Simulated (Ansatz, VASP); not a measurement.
Mg2Sn: VASP beside Ansatz

POSCAR

```
Mg2Sn
1.0
    0.0000000000      3.3457921878      3.3457921878
    3.3457921878      0.0000000000      3.3457921878
    3.3457921878      3.3457921878      0.0000000000
Sn Mg
1 2
Direct
    0.0000000000      0.0000000000      0.0000000000
    0.2500000000      0.2500000000      0.2500000000
    0.7500000000      0.7500000000      0.7500000000
```

INCAR.step1

```
SYSTEM = Mg2Sn
PREC = Accurate
ENCUT = 660
ISMEAR = -1
SIGMA = 0.02
LREAL = .FALSE.
LASPH = .TRUE.
NELM = 120
NBANDS = 16
GGA = PE
ALGO = Normal
EDIFF = 1E-5
LWAVE = .TRUE.
LCHARG = .FALSE.
GGA_COMPAT = .FALSE.
```

Contents of INCAR.step2:

```
SYSTEM = Mg2Sn
PREC = Accurate
ENCUT = 660
EDIFF = 1E-6
ISMEAR = -1
SIGMA = 0.02
LREAL = .FALSE.
LASPH = .TRUE.
NELM = 120
ALGO = Normal
ISIF = 2
LWAVE = .FALSE.
LCHARG = .TRUE.
METAGGA = R2SCAN
LMIXTAU = .TRUE.
LELF = .TRUE.
LVHAR = .TRUE.
NBANDS = 16
ISTART = 1
GGA_COMPAT = .FALSE.
```

The input KPOINTS:

```
regular mesh
0
G
  6 6 6
  0 0 0
```

Input for Ansatz:

```yaml
crystal:
  lattice:
    - [0.0, 3.3457921878, 3.3457921878]
    - [3.3457921878, 0.0, 3.3457921878]
    - [3.3457921878, 3.3457921878, 0.0]
  atoms:
    - { symbol: Sn, position: [0.0, 0.0, 0.0] }
    - { symbol: Mg, position: [0.25, 0.25, 0.25] }
    - { symbol: Mg, position: [0.75, 0.75, 0.75] }
kpoints:
  mp_grid: { grid: [6, 6, 6] }
hamiltonian:
  xc: r2scan
scf:
  occupations: { method: fermi_dirac, width: 0.02 }
  n_extra_bands: 4
output:
  forces: true
  stress: true
  eigenvalues: true
```

Alike in both runs: task single point; functional r2SCAN; k mesh 6 × 6 × 6; occupations fermi-dirac, width 0.02 eV; no spin polarisation.

```csv
,VASP,Ansatz
version,VASP 6.6.1,Ansatz 0.2.0
potentials or method,"VASP PAW PBE potentials, release 64 (Sn_d, Mg)","plane waves, PAW"
plane-wave cutoff (eV),660,500
valence electrons in the cell,18,34
```

Ansatz gave:

| Property | Result |
| --- | --- |
| pressure (GPa) | 1.5 |

**Question.** What did VASP give for the same quantities?

**Answer.** Pressure (GPa): 1.3.

VASP's potentials were made for PBE, not for r2SCAN. VASP's potentials hold 18 valence electrons a cell and Ansatz's 34, so a difference there can come from the potentials and not from the codes.
